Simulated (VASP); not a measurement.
# W: single point with PBE

W, a slab with vacuum:

```xyz
7
Lattice="3.1835 0.0000 0.0000 0.0000 3.1835 0.0000 0.0000 0.0000 24.5506" Properties=species:S:1:pos:R:3 pbc="T T T"
W     1.5918    1.5918    7.6576
W     0.0000    0.0000    9.0722
W     1.5918    1.5918   10.6985
W     0.0000    0.0000   12.2753
W     1.5918    1.5918   13.8521
W     0.0000    0.0000   15.4785
W     1.5918    1.5918   16.8930
```

```yaml
Program: VASP 6.6.1
Task: single point
Functional: PBE
Potentials_or_basis: VASP PAW PBE potentials, release 64 (W_sv)
Cutoff: 520 eV
k_mesh: 11 × 11 × 1
Occupations: gaussian, width 0.1 eV
Spin: no spin polarisation
Dipole_correction: yes
Further_INCAR_settings: ALGO = Normal; EDIFF = 1e-06; NBANDS = 58
```

```
Largest force          : 0.048 eV/Å
Band gap on the k mesh : zero (bands 49 and 50 overlap by 1.80 eV)
```

Forces on the atoms (eV/Å):
```
W    0.000  0.000 -0.048
W    0.000  0.000  0.003
W    0.000  0.000 -0.003
W    0.000  0.000  0.000
W    0.000  0.000  0.003
W    0.000  0.000 -0.003
W    0.000  0.000  0.048
```

Levels at points of the mesh, in eV from the Fermi level:
```csv
k point,band 46,band 47,band 48,band 49,band 50,band 51,band 52,band 53
"(0.00, 0.00, 0.00)",-0.54,-0.54,-0.49,-0.26,-0.21,-0.04,-0.04,0.20
```

It took 20 min on 1 thread of Intel Xeon 8259CL, with other jobs on the host, peak memory 0.44 GiB.

Caveat: spin-orbit coupling is left out, which moves the levels of the heavy elements.
